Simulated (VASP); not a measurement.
Runs of VASP 6.6.1 on Bi. The structure is that of space group Im-3m (No. 229), or close to it. The cells are those of the table. 

```csv
cell,k mesh,gap on the mesh (eV),pressure (GPa)
"a = 3.389 Å, angles 109.5°, 1 atom",13 × 13 × 13,none,2.4
"a = 3.436 Å, angles 109.5°, 1 atom",13 × 13 × 13,none,0.0
"a = 3.481 Å, angles 109.5°, 1 atom",13 × 13 × 13,none,-2.1
"a = 3.436 Å, angles 109.5°, 1 atom",18 × 18 × 18,none,-0.1
"a = 3.342 Å, angles 109.5°, 1 atom",13 × 13 × 13,none,(b)
"a = 3.568 Å, angles 109.5°, 1 atom",13 × 13 × 13,none,-5.0
"a = 3.525 Å, angles 109.5°, 1 atom",13 × 13 × 13,none,-3.7
"a = 3.436 Å, angles 109.5°, 1 atom",6 × 6 × 6,none,0.1
"a = 3.293 Å, angles 109.5°, 1 atom",13 × 13 × 13,none,(a)
```

Alike in all rows: task single point; level r2SCAN; potentials or basis VASP PAW PBE potentials, release 64 (Bi_d); no spin polarisation; cutoff (eV) 550; smearing fermi-dirac 0.1 eV.

Problem. Fill in the values left out.

Solution. (a) 9.4; (b) 5.5.

Caveats: some runs use coarse meshes; the PAW data sets were made with another functional, which shifts forces and pressure a little; spin-orbit coupling is left out, which moves the levels of the heavy elements.

A k mesh can miss the band edges, and the runs leave out spin-orbit coupling on Bi.

A gap of «none» marks levels without a gap at the run's occupations.
